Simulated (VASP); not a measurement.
# BP (F-43m) in VASP: further runs

Runs on BP. Level: PBEsol. Tasks: vibrations by perturbation theory.

All numbers are computed with VASP 6.6.1; they aren't measurements. Logs are shortened: lines on timing, memory, paths and dates and some standing lists are left out, and cuts for length are marked.

### Step 1. The cell of the first run

The structure is cubic, space group F-43m (No. 216). The conventional cell has a = 4.486 Å, b = 4.486 Å, c = 4.486 Å, α = 90.00°, β = 90.00°, γ = 90.00°. B (site symmetry -43m) has 4 P at 1.94 Å within 2.6 Å. Within 2.6 Å of P (site symmetry -43m) lie 4 B at 1.94 Å.

### Step 2. Vibrations by perturbation theory, PBEsol

INCAR reads:

```
ALGO = Normal
EDIFF = 1E-8
ENCUT = 520
GGA = PS
IBRION = 8
ISIF = 2
ISMEAR = 0
LASPH = T
LCHARG = T
LEPSILON = T
LREAL = F
LWAVE = F
NELM = 60
NSW = 1
PREC = Accurate
SIGMA = 0.01
```

KPOINTS reads:

```
k-points
0
Gamma
  10 10 10
```

POSCAR reads:

```
BP
1.0
    0.0000000000      2.2431122043      2.2431122043
    2.2431122043      0.0000000000      2.2431122043
    2.2431122043      2.2431122043      0.0000000000
B P
1 1
Direct
    0.0000000000      0.0000000000      0.0000000000
    0.7500000000      0.7500000000      0.7500000000
```

Potentials or basis: VASP PAW PBE potentials, release 64 (B, P).

Launch:

```sh
$ cat potpaw_PBE.64/B/POTCAR potpaw_PBE.64/P/POTCAR > POTCAR
$ mpirun -np 1 vasp_std > vasp.out
```

OUTCAR:

```text
EDIFF = 1E-8
   ENCUT = 520
   GGA = PS
   IBRION = 8
   ISIF = 2
   ISMEAR = 0
   LASPH = T
   LEPSILON = T
   LREAL = F
   NELM = 60
   NSW = 1
   PREC = Accurate

 ion  position               nearest neighbor table
   1  0.000  0.000  0.000-   2 1.94   2 1.94   2 1.94   2 1.94
   2  0.750  0.750  0.750-   1 1.94   1 1.94   1 1.94   1 1.94

  LATTYP: Found a face centered cubic cell.
 ALAT       =     4.4862244086

  Lattice vectors:

 A1 = (   0.0000000000,   2.2431122043,   2.2431122043)
 A2 = (   2.2431122043,   0.0000000000,   2.2431122043)
 A3 = (   2.2431122043,   2.2431122043,   0.0000000000)

Analysis of symmetry for initial positions (statically):
=====================================================================
 Subroutine PRICEL returns:
 Original cell was already a primitive cell.

 Routine SETGRP: Setting up the symmetry group for a
 face centered cubic supercell.

 Subroutine GETGRP returns: Found 24 space group operations
 (whereof 24 operations were pure point group operations)
 out of a pool of 48 trial point group operations.

The static configuration has the point symmetry T_d .

Analysis of symmetry for dynamics (positions and initial velocities):
=====================================================================
 Subroutine PRICEL returns:
 Original cell was already a primitive cell.

 Routine SETGRP: Setting up the symmetry group for a
 face centered cubic supercell.

 Subroutine GETGRP returns: Found 24 space group operations
 (whereof 24 operations were pure point group operations)
 out of a pool of 48 trial point group operations.

The dynamic configuration has the point symmetry T_d .

 Subroutine INISYM returns: Found 24 space group operations
 (whereof 24 operations are pure point group operations),
 and found     1 'primitive' translations

----------------------------------------------------------------------------------------
[... 495 lines left out ...]
     0.00000  8.51577  0.00728

 MACROSCOPIC STATIC DIELECTRIC TENSOR (including local field effects in DFT)
 ------------------------------------------------------
           9.420541     0.000000     0.000000
           0.000000     9.420541     0.000000
           0.000000    -0.000000     9.420541
 ------------------------------------------------------

 PIEZOELECTRIC TENSOR (including local field effects)  for field in x, y, z        (e  Angst)
          XX          YY          ZZ          XY          YZ          ZX
  --------------------------------------------------------------------------------
  x    -0.00000     0.00000     0.00000     0.00000    -0.23616     0.00000
  y     0.00000    -0.00000    -0.00000     0.00000     0.00000    -0.23616
  z    -0.00000     0.00000     0.00000    -0.23616     0.00000     0.00000

 PIEZOELECTRIC TENSOR (including local field effects)  for field in x, y, z        (C/m^2)
          XX          YY          ZZ          XY          YZ          ZX
  --------------------------------------------------------------------------------
  x    -0.00000     0.00000     0.00000     0.00000    -0.16762     0.00000
  y     0.00000    -0.00000    -0.00000     0.00000     0.00000    -0.16762
  z    -0.00000     0.00000     0.00000    -0.16762     0.00000     0.00000

 BORN EFFECTIVE CHARGES (including local field effects) (in |e|, cummulative output)
 ---------------------------------------------------------------------------------
 ion    1
    1    -0.61483     0.00000     0.00000
    2     0.00000    -0.61483     0.00000
    3    -0.00000     0.00000    -0.61483
 ion    2
    1     0.61483    -0.00000    -0.00000
    2    -0.00000     0.61483    -0.00000
    3     0.00000     0.00000     0.61483

 INTERNAL STRAIN TENSOR FOR ION    2 for displacements in x,y,z  (eV/Angst):
          X           Y           Z          XY          YZ          ZX
  --------------------------------------------------------------------------------
  x    -0.00000     0.00000     0.00000     0.00000     8.51577     0.00000
  y     0.00000    -0.00000     0.00000     0.00000     0.00000     8.51577
  z     0.00000     0.00000    -0.00000     8.51577     0.00000     0.00000

 SECOND DERIVATIVES (NOT SYMMETRIZED)
 ------------------------------------
               1X          1Y          1Z          2X          2Y          2Z
  1X   -20.267795    0.000000    0.000000   20.267795    0.000000    0.000000
  1Y     0.000000  -20.267795    0.000000    0.000000   20.267795    0.000000
  1Z     0.000000    0.000000  -20.267795    0.000000    0.000000   20.267795
  2X    20.267500    0.000000    0.000000  -20.267500    0.000000    0.000000
  2Y     0.000000   20.267500    0.000000    0.000000  -20.267500    0.000000
  2Z     0.000000    0.000000   20.267500    0.000000    0.000000  -20.267500

 Eigenvectors and eigenvalues of the dynamical matrix
 ----------------------------------------------------

   1 f  =   24.861755 THz   156.211015 2PiTHz  829.298886 cm-1   102.819911 meV
             X         Y         Z           dx          dy          dz
      0.000000  0.000000  0.000000    -0.000000   -0.000000   -0.860972
      3.364668  3.364668  3.364668     0.000000   -0.000000    0.508652
[... 21 lines left out ...]
   6 f/i=    0.000079 THz     0.000497 2PiTHz    0.002641 cm-1     0.000327 meV
             X         Y         Z           dx          dy          dz
      0.000000  0.000000  0.000000     0.129036    0.193342   -0.452432
      3.364668  3.364668  3.364668     0.218414    0.327262   -0.765812

--------------------------------------------------------------------------------------------------------

 MACROSCOPIC STATIC DIELECTRIC TENSOR IONIC CONTRIBUTION
 ------------------------------------------------------
           0.149518     0.000000     0.000000
           0.000000     0.149518     0.000000
           0.000000     0.000000     0.149518
 ------------------------------------------------------

 ELASTIC MODULI CONTR FROM IONIC RELAXATION (kBar)
 Direction    XX          YY          ZZ          XY          YZ          ZX
 --------------------------------------------------------------------------------
 XX          -0.0000     -0.0000     -0.0000      0.0000      0.0000      0.0000
 YY          -0.0000     -0.0000      0.0000      0.0000      0.0000      0.0000
 ZZ          -0.0000      0.0000     -0.0000      0.0000      0.0000     -0.0000
 XY           0.0000      0.0000      0.0000   -267.5928     -0.0000     -0.0000
 YZ           0.0000      0.0000      0.0000     -0.0000   -267.5928     -0.0000
 ZX           0.0000      0.0000     -0.0000     -0.0000     -0.0000   -267.5928
 --------------------------------------------------------------------------------

 PIEZOELECTRIC TENSOR IONIC CONTR  for field in x, y, z        (C/m^2)
          XX          YY          ZZ          XY          YZ          ZX
  --------------------------------------------------------------------------------
  x    -0.00000    -0.00000    -0.00000     0.00000     0.18822     0.00000
  y    -0.00000    -0.00000     0.00000     0.00000     0.00000     0.18822
  z    -0.00000    -0.00000    -0.00000     0.18822     0.00000     0.00000
```

stdout:

```text
POSCAR found type information on POSCAR B P
 POSCAR found :  2 types and       2 ions
 scaLAPACK will be used
 -----------------------------------------------------------------------------
|                                                                             |
|                                                                             |
[... 39 lines left out ...]
 first order change of Fermi-energy   0.10797E-03
 force on displaced ion       1 direction 1 : -20.268   0.000   0.000
 Born effective charge ion    1 direction 1 :  -0.626   0.000   0.000
 Linear response progress:
 first order change of Fermi-energy   0.11605E-03
 force on displaced ion       2 direction 1 : -20.268  -0.000  -0.000
 Born effective charge ion    2 direction 1 :   0.607   0.000   0.000
 Born effective charges drift removed
 Linear response finished
```

Run time: 5.6 min. Hardware: 1 thread of AMD EPYC 7R13, shared host; peak memory 0.18 GiB.

Results:

| Property | Result |
| --- | --- |
| Electronic dielectric tensor (diagonal) | 9.42 |
| Born charges (mean of the diagonal) | B -0.61; P +0.61 e |
| Highest phonon frequency at Γ, LO-TO splitting left out | 829 cm⁻¹ |

Phonon frequencies in cm⁻¹ (negative: imaginary):
```csv
q point,frequencies
"(0.000, 0.000, 0.000)",0 0 0 829 829 829
```

Electronic dielectric tensor:
```
9.42 0.00 0.00
0.00 9.42 0.00
0.00 0.00 9.42
```

Born effective charge tensors (e):
atom 1, B
```
-0.61  0.00  0.00
 0.00 -0.61  0.00
 0.00  0.00 -0.61
```
atom 2, P
```
0.61 0.00 0.00
0.00 0.61 0.00
0.00 0.00 0.61
```

Caveat: the cell wasn't relaxed at this level first, which shifts response properties; the PAW data sets were made with another functional, which shifts forces and pressure a little.

### Step 3. Vibrations by perturbation theory, PBEsol

This run uses another cell than the first one, of 10.84 Å³/atom, 0.961 times its volume.

INCAR reads:

```
SYSTEM = BP
ALGO = Normal
EDIFF = 1E-8
ENCUT = 520
GGA = PS
IBRION = 8
ISIF = 2
ISMEAR = 0
LASPH = .TRUE.
LCHARG = .FALSE.
LEPSILON = .TRUE.
LREAL = .FALSE.
LWAVE = .FALSE.
NELM = 100
NSW = 1
PREC = Accurate
SIGMA = 0.01
```

KPOINTS reads:

```
k-points
0
G
  10 10 10
  0 0 0
```

POSCAR reads:

```
BP
1.0
    0.0000000000      2.2131824805      2.2131824805
    2.2131824805      0.0000000000      2.2131824805
    2.2131824805      2.2131824805      0.0000000000
B P
1 1
Direct
    0.0000000000      0.0000000000      0.0000000000
    0.7500000000      0.7500000000      0.7500000000
```

Potentials or basis: VASP PAW PBE potentials, release 64 (B, P).

Launch:

```sh
$ cat potpaw_PBE.64/B/POTCAR potpaw_PBE.64/P/POTCAR > POTCAR
$ mpirun -np 1 vasp_std > vasp.out
```

OUTCAR:

```text
SYSTEM = BP
   EDIFF = 1E-8
   ENCUT = 520
   GGA = PS
   IBRION = 8
   ISIF = 2
   ISMEAR = 0
   LASPH = .TRUE.
   LEPSILON = .TRUE.
   LREAL = .FALSE.
   NELM = 100
   NSW = 1
   PREC = Accurate

 ion  position               nearest neighbor table
   1  0.000  0.000  0.000-   2 1.92   2 1.92   2 1.92   2 1.92
   2  0.750  0.750  0.750-   1 1.92   1 1.92   1 1.92   1 1.92

  LATTYP: Found a face centered cubic cell.
 ALAT       =     4.4263649610

  Lattice vectors:

 A1 = (   0.0000000000,   2.2131824805,   2.2131824805)
 A2 = (   2.2131824805,   0.0000000000,   2.2131824805)
 A3 = (   2.2131824805,   2.2131824805,   0.0000000000)

Analysis of symmetry for initial positions (statically):
=====================================================================
 Subroutine PRICEL returns:
 Original cell was already a primitive cell.

 Routine SETGRP: Setting up the symmetry group for a
 face centered cubic supercell.

 Subroutine GETGRP returns: Found 24 space group operations
 (whereof 24 operations were pure point group operations)
 out of a pool of 48 trial point group operations.

The static configuration has the point symmetry T_d .

Analysis of symmetry for dynamics (positions and initial velocities):
=====================================================================
 Subroutine PRICEL returns:
 Original cell was already a primitive cell.

 Routine SETGRP: Setting up the symmetry group for a
 face centered cubic supercell.
[... 522 lines left out ...]

 PIEZOELECTRIC TENSOR (including local field effects)  for field in x, y, z        (C/m^2)
          XX          YY          ZZ          XY          YZ          ZX
  --------------------------------------------------------------------------------
  x     0.00000     0.00000     0.00000     0.00000    -0.23551     0.00000
  y     0.00000     0.00000     0.00000     0.00000     0.00000    -0.23551
  z     0.00000     0.00000     0.00000    -0.23551     0.00000     0.00000

 BORN EFFECTIVE CHARGES (including local field effects) (in |e|, cummulative output)
 ---------------------------------------------------------------------------------
 ion    1
    1    -0.74811     0.00000     0.00000
    2     0.00000    -0.74811     0.00000
    3     0.00000     0.00000    -0.74811
 ion    2
    1     0.74811     0.00000     0.00000
    2     0.00000     0.74811     0.00000
    3     0.00000     0.00000     0.74811

 INTERNAL STRAIN TENSOR FOR ION    2 for displacements in x,y,z  (eV/Angst):
          X           Y           Z          XY          YZ          ZX
  --------------------------------------------------------------------------------
  x    -0.00000     0.00000     0.00000     0.00000    10.43860     0.00000
  y     0.00000    -0.00000     0.00000     0.00000     0.00000    10.43860
  z     0.00000     0.00000    -0.00000    10.43860     0.00000     0.00000

 SECOND DERIVATIVES (NOT SYMMETRIZED)
 ------------------------------------
               1X          1Y          1Z          2X          2Y          2Z
  1X   -21.955048    0.000000    0.000000   21.955048    0.000000    0.000000
  1Y     0.000000  -21.955048    0.000000    0.000000   21.955048    0.000000
  1Z     0.000000    0.000000  -21.955048    0.000000    0.000000   21.955048
  2X    21.951449    0.000000    0.000000  -21.951449    0.000000    0.000000
  2Y     0.000000   21.951449    0.000000    0.000000  -21.951449    0.000000
  2Z     0.000000    0.000000   21.951449    0.000000    0.000000  -21.951449

 Eigenvectors and eigenvalues of the dynamical matrix
 ----------------------------------------------------

   1 f  =   25.875416 THz   162.580031 2PiTHz  863.110958 cm-1   107.012072 meV
             X         Y         Z           dx          dy          dz
      0.000000  0.000000  0.000000     0.860989   -0.000000    0.000000
      3.319774  3.319774  3.319774    -0.508623    0.000000    0.000000
[... 21 lines left out ...]
   6 f/i=    0.000929 THz     0.005835 2PiTHz    0.030979 cm-1     0.003841 meV
             X         Y         Z           dx          dy          dz
      0.000000  0.000000  0.000000    -0.312105    0.401607    0.000000
      3.319774  3.319774  3.319774    -0.528327    0.679833    0.000000

--------------------------------------------------------------------------------------------------------

 MACROSCOPIC STATIC DIELECTRIC TENSOR IONIC CONTRIBUTION
 ------------------------------------------------------
           0.212775    -0.000000    -0.000000
          -0.000000     0.212775    -0.000000
          -0.000000    -0.000000     0.212775
 ------------------------------------------------------

 ELASTIC MODULI CONTR FROM IONIC RELAXATION (kBar)
 Direction    XX          YY          ZZ          XY          YZ          ZX
 --------------------------------------------------------------------------------
 XX          -0.0000      0.0000      0.0000     -0.0000      0.0000     -0.0000
 YY           0.0000     -0.0000      0.0000     -0.0000     -0.0000      0.0000
 ZZ           0.0000      0.0000     -0.0000      0.0000     -0.0000     -0.0000
 XY          -0.0000     -0.0000      0.0000   -383.6899      0.0000      0.0000
 YZ           0.0000     -0.0000     -0.0000      0.0000   -383.6899     -0.0000
 ZX          -0.0000      0.0000     -0.0000      0.0000     -0.0000   -383.6899
 --------------------------------------------------------------------------------

 PIEZOELECTRIC TENSOR IONIC CONTR  for field in x, y, z        (C/m^2)
          XX          YY          ZZ          XY          YZ          ZX
  --------------------------------------------------------------------------------
  x    -0.00000     0.00000     0.00000    -0.00000     0.26886     0.00000
  y     0.00000    -0.00000     0.00000    -0.00000     0.00000     0.26886
  z     0.00000     0.00000    -0.00000     0.26886    -0.00000    -0.00000
```

OSZICAR:

```text
N       E                     dE             d eps       ncg     rms          rms(c)
DAV:   1     0.119877563053E+02    0.11988E+02   -0.43212E+03   752   0.926E+02
[... 150 lines left out ...]
RMM:   5    -0.405350074670E-01    0.39231E-04    0.18423E-06  4613   0.891E-03    0.416E-03
RMM:   6    -0.405304779573E-01    0.45295E-05    0.20617E-06  4567   0.120E-03    0.283E-03
RMM:   7    -0.405303921834E-01    0.85774E-07    0.18367E-07  4611   0.714E-04    0.129E-04
RMM:   8    -0.405294230999E-01    0.96908E-06    0.18086E-07  4690   0.160E-04    0.481E-05
RMM:   9    -0.405292344120E-01    0.18869E-06   -0.29548E-08  4781   0.540E-05    0.724E-06
RMM:  10    -0.405292510964E-01   -0.16684E-07   -0.36386E-08  4839   0.106E-05    0.115E-05
RMM:  11    -0.405292421325E-01    0.89639E-08   -0.10187E-08  4287   0.376E-06    0.971E-07
 Linear response finished
```

Wall time 2.2 min (1 thread of Intel Xeon 6455B, shared host); peak memory 0.2 GiB.

What came out:

```
Electronic dielectric tensor (diagonal)                 : 9.42
Born charges (mean of the diagonal)                     : B -0.75; P +0.75 e
Highest phonon frequency at Γ, LO-TO splitting left out : 863 cm⁻¹
```

Phonon frequencies in cm⁻¹ (negative: imaginary):
| q point | frequencies |
| --- | --- |
| (0.000, 0.000, 0.000) | 0 0 0 863 863 863 |

Electronic dielectric tensor:
```
9.42 0.00 0.00
0.00 9.42 0.00
0.00 0.00 9.42
```

Born effective charge tensors (e):
atom 1, B
```
-0.75  0.00  0.00
 0.00 -0.75  0.00
 0.00  0.00 -0.75
```
atom 2, P
```
0.75 0.00 0.00
0.00 0.75 0.00
0.00 0.00 0.75
```

Caveat: the cell wasn't relaxed at this level first, which shifts response properties; the PAW data sets were made with another functional, which shifts forces and pressure a little.

(Continued in part 2 of 2.)
